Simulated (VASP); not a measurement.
Here is a VASP 6.6.1 calculation.

Contents of INCAR:

```
SYSTEM = Sn
PREC = Accurate ; ENCUT = 520
EDIFF = 1E-7 ; ISMEAR = -1
SIGMA = 0.1 ; LREAL = .False.
LASPH = .True. ; NELM = 100
ALGO = Normal ; ISIF = 2
LWAVE = .False. ; LCHARG = .True.
GGA = RP ; LELF = .True.
LVHAR = .True. ; NBANDS = 21
```

Contents of KPOINTS:

```
regular mesh
0
Gamma
  12 12 6
  0 0 0
```

Contents of POSCAR:

```
Sn
1.0
    3.4562853672      0.0000000000      0.0000000000
   -1.7281426836      2.9932309307      0.0000000000
    0.0000000000      0.0000000000      5.7428833838
Sn
2
Direct
    0.3333333333      0.6666666667      0.2500000000
    0.6666666667      0.3333333333      0.7500000000
```

Potentials or basis: VASP PAW PBE potentials, release 64 (Sn_d).

Run with:

```bash
$ cat potpaw_PBE.64/Sn_d/POTCAR > POTCAR
$ mpirun -np 1 vasp_std > vasp.out
```

**Question.** Estimate the pressure.

**Answer.** -1.5 GPa.

**Question.** Estimate the band gap on the k mesh.

**Answer.** Zero (band 14 reaches 12.67 eV, above the bottom of band 15 at 5.00 eV).

Stress tensor (GPa, compression positive):
```
-1.25  0.00  0.00
 0.00 -1.25  0.00
 0.00  0.00 -1.96
```

Caveat: the PAW data sets were made with another functional, which shifts forces and pressure a little; spin-orbit coupling is left out, which moves the levels of the heavy elements.
